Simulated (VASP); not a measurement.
# Au (P6_3/mmc) in VASP: settings compared

Aim: see how the results for Au move with the level of theory and the settings. Levels: PBEsol, PBE0, HF. Tasks: single point.

Program: VASP 6.6.1. These are calculated values, not measurements. Logs are shortened: lines on timing, memory, paths and dates and some standing lists are left out, and cuts for length are marked.

## Step 1: The cell of the first run

The structure is hexagonal, space group P6_3/mmc (No. 194). The conventional cell has a = 2.900 Å, b = 2.900 Å, c = 4.880 Å, α = 90.00°, β = 90.00°, γ = 120.00°. Within 3.8 Å of Au (site symmetry -6m2) lie 12 Au at 2.90 to 2.96 Å.

This isn't the form of Au at room conditions, which is fcc.

## Step 2: Single point, PBEsol

Contents of INCAR:

```
SYSTEM = Au
GGA = PS
ISMEAR = 1
SIGMA = 0.1
LWAVE = .FALSE.
LCHARG = .FALSE.
ISIF = 2
PREC = Accurate
LASPH = .TRUE.
LREAL = .FALSE.
ALGO = Normal
EDIFF = 1E-6
NELM = 120
GGA_COMPAT = .FALSE.
ENCUT = 400
```

Contents of KPOINTS:

```
k-points
0
Gamma
  13 13 7
```

Contents of POSCAR:

```
Au
1.0
    2.9000000000      0.0000000000      0.0000000000
   -1.4500000000      2.5114736710      0.0000000000
    0.0000000000      0.0000000000      4.8800000000
Au
2
Direct
    0.6666666667      0.3333333333      0.2500000000
    0.3333333333      0.6666666667      0.7500000000
```

Potentials or basis: VASP PAW PBE potentials, release 64 (Au).

Launch:

```
$ cat potpaw_PBE.64/Au/POTCAR > POTCAR
$ mpirun -np 1 vasp_std > vasp.out
```

OUTCAR:

```text
SYSTEM = Au
   GGA = PS
   ISMEAR = 1
   ISIF = 2
   PREC = Accurate
   LASPH = .TRUE.
   LREAL = .FALSE.
   EDIFF = 1E-6
   NELM = 120
   ENCUT = 400

 Found     84 irreducible k-points:

 Following reciprocal coordinates:
            Coordinates               Weight
  0.000000  0.000000  0.000000      1.000000
  0.076923 -0.000000  0.000000      6.000000
  0.153846  0.000000  0.000000      6.000000
  0.230769 -0.000000  0.000000      6.000000
  0.307692  0.000000  0.000000      6.000000
  0.384615 -0.000000  0.000000      6.000000
   k-points           NKPTS =     84   k-points in BZ     NKDIM =     84   number of bands    NBANDS=     15
   number of dos      NEDOS =    301   number of ions     NIONS =      2
   total plane-waves  NPLWV =  12800
   dimension x,y,z NGX =    20 NGY =   20 NGZ =   32
   dimension x,y,z NGXF=    40 NGYF=   40 NGZF=   64
   ions per type =               2
   NGX,Y,Z   is equivalent  to a cutoff of  11.47, 11.47, 10.90 a.u.
   NGXF,Y,Z  is equivalent  to a cutoff of  22.93, 22.93, 21.80 a.u.
 SYSTEM =  Au
   PREC   = accura    normal or accurate (medium, high low for compatibility)
   ISTART =      0    job   : 0-new  1-cont  2-samecut
   ICHARG =      2    charge: 1-file 2-atom 10-const
   ISPIN  =      1    spin polarized calculation?
   LNONCOLLINEAR =      F non collinear calculations
   LSORBIT =      F    spin-orbit coupling
   LASPH  =      T    aspherical Exc in radial PAW
   ENCUT  =  400.0 eV  29.40 Ry    5.42 a.u.   4.73  4.73  7.96*2*pi/ulx,y,z
   NELM   =    120;   NELMIN=  2; NELMDL= -5     # of ELM steps
   EDIFF  = 0.1E-05   stopping-criterion for ELM
   LREAL  =      F    real-space projection
   EDIFFG = 0.1E-04   stopping-criterion for IOM
   NSW    =      0    number of steps for IOM
   IBRION =     -1    ionic relax: 0-MD 1-quasi-New 2-CG
   NFREE  =      0    steps in history (QN), initial steepest desc. (CG)
   ISIF   =      2    stress and relaxation
   ISYM   =      2    0-nonsym 1-usesym 2-fastsym
   POTIM  = 0.5000    time-step for ionic-motion
   TEBEG  =    0.0;   TEEND  =   0.0 temperature during run

   SCALEE = 1.0000    scale energy and forces
   PSTRESS=    0.0 pullay stress
   NELECT =      22.0000    total number of electrons
   NUPDOWN=      -1.0000    fix difference up-down
   EMIN   =  10.00;   EMAX   =-10.00  energy-range for DOS
   EFERMI =   0.00;   METHOD = LEGACY
   ISMEAR =     1;   SIGMA  =   0.10  broadening in eV -4-tet -1-fermi 0-gaus
   EFERMI_NEDOS =   21; number of points for ismear=-14 and -15
   IALGO  =     38    algorithm
   IMIX   =      4    mixing-type and parameters
     AMIX     =   0.40;   BMIX     =  1.00
     AMIX_MAG =   1.60;   BMIX_MAG =  1.00
  volume/ion in A,a.u.               =      17.77       119.93
  Fermi-wavevector in a.u.,A,eV,Ry     =   1.395191  2.636528 26.484517  1.946557
  Thomas-Fermi vector in A             =   2.518667
   LORBIT       =      0    0 simple, 1 ext, 2 COOP (PROOUT), +10 PAW based schemes
   GGA     = PS    functional components
   LHFCALC =     F    Hartree Fock is set to
   AEXX    =    0.0000 exact exchange contribution
   IVDW    =     0    specifies the selected vdW correction
   LEPSILON=     F    determine dielectric tensor
   LRPA    =     F    only Hartree local field effects (RPA)

   CSHIFT  =0.1000    complex shift for real part using Kramers Kronig

   OMEGAMAX=  -1.0    maximum frequency
 non-spin polarized calculation
 Methfessel and Paxton  Order N= 1 SIGMA  =   0.10
  energy-cutoff  :      400.00
  volume of cell :       35.54
 maximum number of plane-waves:       658
 NGX is ok and might be reduce to    20
   NGX =  9   NGY =  9   NGZ = 15

 number of electron      21.9999993 magnetization

 Free energy of the ion-electron system (eV)
  ---------------------------------------------------
  ext. energy  EPLUGINS =         0.00000000
  ---------------------------------------------------
  free energy    TOTEN  =        -7.81465424 eV

  energy without entropy =       -7.81436822  energy(sigma->0) =       -7.81455890

 E-fermi :   8.4221     XC(G=0): -12.6378

 val. band max:        8.4197853343   @ k =   0.0769  -0.0000   0.0000
 cond. band min:       8.4720580335   @ k =   0.2308   0.0769   0.2857
 fundamental gap:      0.0522726992
 Fermi energy:         8.4220893127

 k-point     1 :       0.0000    0.0000    0.0000
  band No.  band energies     occupation
      1      -0.8913      2.00000
      2       1.5404      2.00000
      3       3.9472      2.00000
      4       4.2357      2.00000
      5       4.2357      2.00000
      6       4.5243      2.00000
      7       4.5243      2.00000
      8       5.1841      2.00000
      9       5.1841      2.00000
     10       6.4532      2.00000
     11       6.4532      2.00000
     12       7.5584      2.00000
     13      11.0200      0.00000
     14      23.1792      0.00000
     15      24.2051      0.00000

 k-point     2 :       0.0769   -0.0000    0.0000
  band No.  band energies     occupation
      1      -0.7101      2.00000
      2       1.6899      2.00000
      3       3.8934      2.00000
      4       4.2769      2.00000
      5       4.3544      2.00000
      6       4.4636      2.00000
      7       4.6351      2.00000
      8       5.0501      2.00000
      9       5.1134      2.00000
     10       5.8155      2.00000
     11       6.4818      2.00000
     12       8.4198      1.03898
     13      11.0209      0.00000
     14      23.2048      0.00000
     15      24.4501      0.00000

 k-point     3 :       0.1538    0.0000    0.0000
  band No.  band energies     occupation
      1      -0.1893      2.00000
      2       2.0780      2.00000
      3       3.7352      2.00000
      4       4.2432      2.00000
      5       4.5175      2.00000
      6       4.5483      2.00000
      7       4.6966      2.00000
      8       4.9361      2.00000
      9       4.9535      2.00000
     10       5.2507      2.00000
     11       6.5432      2.00000
     12       9.7984     -0.00000
     13      11.0409      0.00000
     14      21.6090      0.00000
     15      24.0526      0.00000

 k-point     4 :       0.2308   -0.0000    0.0000
  band No.  band energies     occupation
      1       0.5839      2.00000
      2       2.4375      2.00000
      3       3.7107      2.00000
      4       3.8092      2.00000
      5       4.0790      2.00000
      6       4.7171      2.00000
      7       4.9444      2.00000
      8       4.9902      2.00000
      9       5.2182      2.00000
     10       5.4348      2.00000
     11       6.6008      2.00000
     12      11.1447      0.00000
     13      11.3130      0.00000
     14      18.8010      0.00000
     15      22.3456      0.00000

 k-point     5 :       0.3077    0.0000    0.0000
  band No.  band energies     occupation
      1       1.3903      2.00000
      2       2.4201      2.00000
      3       3.2228      2.00000
      4       3.9805      2.00000
      5       4.2029      2.00000
      6       4.5103      2.00000
      7       4.6961      2.00000
      8       5.7224      2.00000
      9       5.8314      2.00000
     10       6.0002      2.00000
     11       6.6387      2.00000
     12      11.4776      0.00000
     13      12.8784      0.00000
     14      15.9216      0.00000
     15      20.7948      0.00000

 k-point     6 :       0.3846   -0.0000    0.0000
  band No.  band energies     occupation
      1       1.8914      2.00000
      2       2.2411      2.00000
      3       2.8191      2.00000
      4       4.3014      2.00000
      5       4.3531      2.00000
      6       4.5088      2.00000
      7       4.6804      2.00000
      8       6.3898      2.00000
      9       6.5365      2.00000
     10       6.6577      2.00000
     11       6.8268      2.00000
     12      12.2650      0.00000
     13      13.1907      0.00000
     14      14.3779      0.00000
     15      18.9028      0.00000

 [... further k-points ...]

------------------------ aborting loop because EDIFF is reached ----------------------------------------

  FORCE on cell =-STRESS in cart. coord.  units (eV):
  Direction    XX          YY          ZZ          XY          YZ          ZX
  --------------------------------------------------------------------------------------
  -------------------------------------------------------------------------------------
  Total       -1.4448737     -1.4448737     -1.6998312      0.0000000     -0.0000000     -0.0000000
  in kB      -65.1319415    -65.1319415    -76.6248994      0.0000000     -0.0000000     -0.0000000
  external PRESSURE =     -68.9629275 kB  Pullay stress =       0.0000000 kB

 VOLUME and BASIS-vectors are now :
 -----------------------------------------------------------------------------
  energy-cutoff  :      400.00
  volume of cell :       35.54
      direct lattice vectors                 reciprocal lattice vectors
     2.900000000  0.000000000  0.000000000     0.344827586  0.199086300  0.000000000
    -1.450000000  2.511473671  0.000000000     0.000000000  0.398172599  0.000000000
     0.000000000  0.000000000  4.880000000     0.000000000  0.000000000  0.204918033

 POSITION                                       TOTAL-FORCE (eV/Angst)
 -----------------------------------------------------------------------------------
      1.45000      0.83716      1.22000         0.000000      0.000000      0.000000
     -0.00000      1.67432      3.66000        -0.000000     -0.000000      0.000000
 -----------------------------------------------------------------------------------
    total drift:                                0.000000     -0.000000      0.000000

  FREE ENERGIE OF THE ION-ELECTRON SYSTEM (eV)
  ---------------------------------------------------
  free  energy   TOTEN  =        -7.8146542442 eV

  energy  without entropy=       -7.8143682179  energy(sigma->0) =       -7.81455890
```

Run time: 13 s. Hardware: 1 thread of Intel Xeon Platinum 8488C (Sapphire Rapids), shared host; peak memory 0.15 GiB.

Results:

```
Free energy            : -7.8147 eV
Pressure               : -6.9 GPa
Band gap on the k mesh : zero (bands 11 and 12 overlap by 5.35 eV)
```

Caveat: the cell stands under tension; the PAW data sets were made with another functional, which shifts forces and pressure a little; spin-orbit coupling is left out, which moves the levels of the heavy elements.

## Step 3: Single point, PBE0, non-collinear spin, zero start, spin-orbit coupling

POSCAR is that of step 2.

Contents of INCAR.step1:

```
PREC     = Accurate       # precision mode
ENCUT    = 520            # plane-wave cutoff, eV
EDIFF    = 1E-5           # SCF threshold, eV
ISMEAR   = -1             # smearing method
SIGMA    = 0.05           # smearing width, eV
LREAL    = F              # projectors in reciprocal space
LASPH    = T              # aspherical terms in the spheres
NELM     = 150            # most SCF steps
ALGO     = Normal         # electronic algorithm
ISIF     = 2              # what is computed and relaxed
LWAVE    = T              # write WAVECAR
LCHARG   = F              # write CHGCAR
MAGMOM   = 0 0 0 0 0 0    # initial moments
LORBIT   = 11             # projections on sites
LSORBIT  = T              # spin-orbit coupling
GGA_COMPAT= F            
LORBMOM  = T            
LMAXMIX  = 4              # l up to which the mixer works
GGA      = PE             # functional
NBANDS   = 34             # bands
KPAR     = 4
```

Contents of INCAR.step2:

```
PREC     = Accurate       # precision mode
ENCUT    = 520            # plane-wave cutoff, eV
EDIFF    = 1E-6           # SCF threshold, eV
ISMEAR   = -1             # smearing method
SIGMA    = 0.05           # smearing width, eV
LREAL    = F              # projectors in reciprocal space
LASPH    = T              # aspherical terms in the spheres
NELM     = 150            # most SCF steps
ALGO     = Normal         # electronic algorithm
ISIF     = 2              # what is computed and relaxed
LWAVE    = F              # write WAVECAR
LCHARG   = F              # write CHGCAR
MAGMOM   = 0 0 0 0 0 0    # initial moments
LORBIT   = 11             # projections on sites
LSORBIT  = T              # spin-orbit coupling
GGA_COMPAT= F            
LORBMOM  = T            
LMAXMIX  = 4              # l up to which the mixer works
GGA      = PE             # functional
LHFCALC  = T              # exact exchange
AEXX     = 0.25           # exact-exchange fraction
PRECFOCK = Normal       
ISTART   = 1            
NBANDS   = 34             # bands
KPAR     = 4
```

Contents of KPOINTS:

```
Automatic mesh
0
Gamma
  5 5 3
```

Potentials or basis: VASP PAW PBE potentials, release 64 (Au).

Launch:

```
$ cat potpaw_PBE.64/Au/POTCAR > POTCAR
$ cp INCAR.step1 INCAR
$ mpirun -np 4 vasp_ncl > vasp.out
$ cp INCAR.step2 INCAR
$ mpirun -np 4 vasp_ncl > vasp.out
```

It took 16 min on 4 MPI ranks of Intel Xeon Platinum 8375C at 2.90GHz (Ice Lake), shared host; peak memory 0.25 GiB.

Results (log left out):

| Property | Result |
| --- | --- |
| Free energy | -8.0084 eV |
| Pressure | -3.0 GPa |
| Net moment | 0.00 μB per cell |
| Valence electrons inside the program's atomic spheres | Au 9.66 |

Stress tensor (GPa, compression positive):
```
-2.42  0.00  0.00
 0.00 -2.42  0.00
 0.00  0.00 -4.09
```

Moments on the atoms (μB; x, y, z):
```
Au  0.00 0.00 0.00
Au  0.00 0.00 0.00
```

Caveat: the k points lie up to 0.50 Å⁻¹ apart; the PAW data sets were made with another functional, which shifts forces and pressure a little.

## Step 4: Single point, HF

This run uses another cell than the first one, of 20.71 Å³/atom.

Contents of POSCAR:

```
Au
1.0
    2.9878799228      0.0000000000      0.0000000000
   -1.4939399614      2.5875799166      0.0000000000
    0.0000000000      0.0000000000      5.3575214689
Au
2
Direct
    0.6666666667      0.3333333333      0.2500000000
    0.3333333333      0.6666666667      0.7500000000
```

Contents of INCAR.step1:

```
SYSTEM = Au
PREC     = Accurate       ! precision mode
ENCUT    = 520            ! plane-wave cutoff, eV
EDIFF    = 1E-5           ! SCF threshold, eV
ISMEAR   = -1             ! smearing method
SIGMA    = 0.05           ! smearing width, eV
LREAL    = .False.        ! projectors in reciprocal space
LASPH    = .True.         ! aspherical terms in the spheres
NELM     = 100            ! most SCF steps
ALGO     = Normal         ! electronic algorithm
ISIF     = 2              ! what is computed and relaxed
LWAVE    = .True.         ! write WAVECAR
LCHARG   = .False.        ! write CHGCAR
NBANDS   = 18             ! bands
GGA      = PE             ! functional
```

Contents of INCAR.step2:

```
SYSTEM = Au
PREC     = Accurate       ! precision mode
ENCUT    = 520            ! plane-wave cutoff, eV
EDIFF    = 1E-6           ! SCF threshold, eV
ISMEAR   = -1             ! smearing method
SIGMA    = 0.05           ! smearing width, eV
LREAL    = .False.        ! projectors in reciprocal space
LASPH    = .True.         ! aspherical terms in the spheres
NELM     = 100            ! most SCF steps
ALGO     = Normal         ! electronic algorithm
ISIF     = 2              ! what is computed and relaxed
LWAVE    = .False.        ! write WAVECAR
LCHARG   = .False.        ! write CHGCAR
GGA      = PE             ! functional
LHFCALC  = .True.         ! exact exchange
AEXX     = 1.0            ! exact-exchange fraction
ALDAC    = 0.0          
AGGAC    = 0.0          
PRECFOCK = Normal       
NBANDS   = 18             ! bands
ISTART   = 1
```

Contents of KPOINTS:

```
Automatic mesh
0
Gamma
  6 6 3
  0 0 0
```

Launch:

```
$ cat potpaw_PBE.64/Au/POTCAR > POTCAR
$ cp INCAR.step1 INCAR
$ mpirun -np 1 vasp_std > vasp.out
$ cp INCAR.step2 INCAR
$ mpirun -np 1 vasp_std > vasp.out
```

Wall time 35 min (1 thread of Intel Xeon Platinum 8259CL at 2.50GHz (Skylake/Cascade Lake), shared host); peak memory 0.17 GiB.

It converged, with:

```yaml
Free_energy: -7.3067 eV
Pressure: -0.7 GPa
Band_gap_on_the_k_mesh: zero (bands 11 and 12 overlap by 14.03 eV)
```

Levels at points of the mesh, in eV from the Fermi level:
```csv
k point,band 7,band 8,band 9,band 10,band 11,band 12,band 13,band 14,band 15,band 16
"(0.00, 0.00, 0.00)",-9.49,-8.59,-8.59,-7.52,-7.52,-1.33,4.06,19.77,20.47,22.40
"(0.50, 0.00, 0.00)",-7.80,-7.52,-6.80,-6.68,2.39,4.17,9.64,10.87,11.56,14.97
```

Caveat: the k points lie up to 0.40 Å⁻¹ apart, too coarse for converged energies and pressures of a metal; the PAW data sets were made with another functional, which shifts forces and pressure a little; spin-orbit coupling is left out, which moves the levels of the heavy elements.

## Step 5: Single point, PBE0

This run uses another cell than the first one, of 18.48 Å³/atom.

Contents of POSCAR:

```
Au
1.0
    2.9381622711      0.0000000000      0.0000000000
   -1.4690811355      2.5445231672      0.0000000000
    0.0000000000      0.0000000000      4.9442178906
Au
2
Direct
    0.6666666667      0.3333333333      0.2500000000
    0.3333333333      0.6666666667      0.7500000000
```

Contents of INCAR.step1:

```
SYSTEM = Au
PREC = Accurate
ENCUT = 520
EDIFF = 1E-5
ISMEAR = -1
SIGMA = 0.05
LREAL = .FALSE.
LASPH = .TRUE.
NELM = 60
ALGO = Normal
ISIF = 2
LWAVE = .TRUE.
LCHARG = .FALSE.
GGA = PE
NBANDS = 18
```

Contents of INCAR.step2:

```
SYSTEM = Au
PREC = Accurate
ENCUT = 520
EDIFF = 1E-6
ISMEAR = -1
SIGMA = 0.05
LREAL = .FALSE.
LASPH = .TRUE.
NELM = 60
ALGO = Normal
ISIF = 2
LWAVE = .FALSE.
LCHARG = .FALSE.
GGA = PE
LHFCALC = .TRUE.
AEXX = 0.25
PRECFOCK = Normal
ISTART = 1
NBANDS = 18
```

Contents of KPOINTS:

```
Automatic mesh
0
G
  6 6 4
  0 0 0
```

Launch:

```
$ cat potpaw_PBE.64/Au/POTCAR > POTCAR
$ cp INCAR.step1 INCAR
$ mpirun -np 1 vasp_std > vasp.out
$ cp INCAR.step2 INCAR
$ mpirun -np 1 vasp_std > vasp.out
```

It took 82 min on 1 thread of AMD EPYC, shared host; peak memory 0.14 GiB.

The run converged. Its results:

| Property | Result |
| --- | --- |
| Free energy | -7.1356 eV |
| Pressure | -4.6 GPa |
| Band gap on the k mesh | zero (bands 11 and 12 overlap by 9.03 eV) |

Stress tensor (GPa, compression positive):
```
-2.23  0.00  0.00
 0.00 -2.23  0.00
 0.00  0.00 -9.48
```

Levels at points of the mesh, in eV from the Fermi level:
```tsv
k point	band 8	band 9	band 10	band 11	band 12	band 13	band 14	band 15
(0.00, 0.00, 0.00)	-4.45	-4.45	-3.11	-3.11	-0.85	3.45	16.24	17.31
(0.50, 0.00, 0.00)	-2.92	-2.79	-2.60	0.89	2.24	7.02	8.40	8.61
(0.00, 0.00, 0.50)	-5.40	-3.58	-3.58	-3.58	-3.58	11.72	11.72	16.56
(0.50, 0.00, 0.50)	-3.18	-2.66	-2.66	1.35	1.35	4.92	4.92	14.57
```

Caveat: the k points lie up to 0.41 Å⁻¹ apart, too coarse for converged energies and pressures of a metal; the PAW data sets were made with another functional, which shifts forces and pressure a little; spin-orbit coupling is left out, which moves the levels of the heavy elements.

## Step 6: The runs side by side

```tsv
level	spin	cell	k mesh	cutoff (eV)	smearing	tolerance level	purpose	start	dipole correction	grid for exact exchange (PRECFOCK)	gap on the mesh (eV)	pressure (GPa)
PBEsol	off	a = 2.900, b = 2.900, c = 4.880 Å, angles 90.0, 90.0, 120.0°, 2 atoms	13 × 13 × 7	400	methfessel-paxton 0.1 eV	tight	restart	from scratch	-	-	none	-6.9
PBE0	non-collinear, zero start, SOC	a = 2.900, b = 2.900, c = 4.880 Å, angles 90.0, 90.0, 120.0°, 2 atoms	5 × 5 × 3	520	fermi-dirac 0.05 eV	-	-	-	no	Normal	-	-3.0
HF	off	a = 2.988, b = 2.988, c = 5.358 Å, angles 90.0, 90.0, 120.0°, 2 atoms	6 × 6 × 3	520	fermi-dirac 0.05 eV	-	-	-	no	Normal	none	-0.7
PBE0	off	a = 2.938, b = 2.938, c = 4.944 Å, angles 90.0, 90.0, 120.0°, 2 atoms	6 × 6 × 4	520	fermi-dirac 0.05 eV	-	-	-	no	Normal	none	-4.6
```

Alike in all rows: task single point; potentials or basis VASP PAW PBE potentials, release 64 (Au).

Caveats: some runs use coarse meshes; the PAW data sets were made with another functional, which shifts forces and pressure a little; spin-orbit coupling is left out, which moves the levels of the heavy elements (at least some runs); the cell stands under tension (at least some runs).

Absolute energies hang on the potentials; compare differences alone.
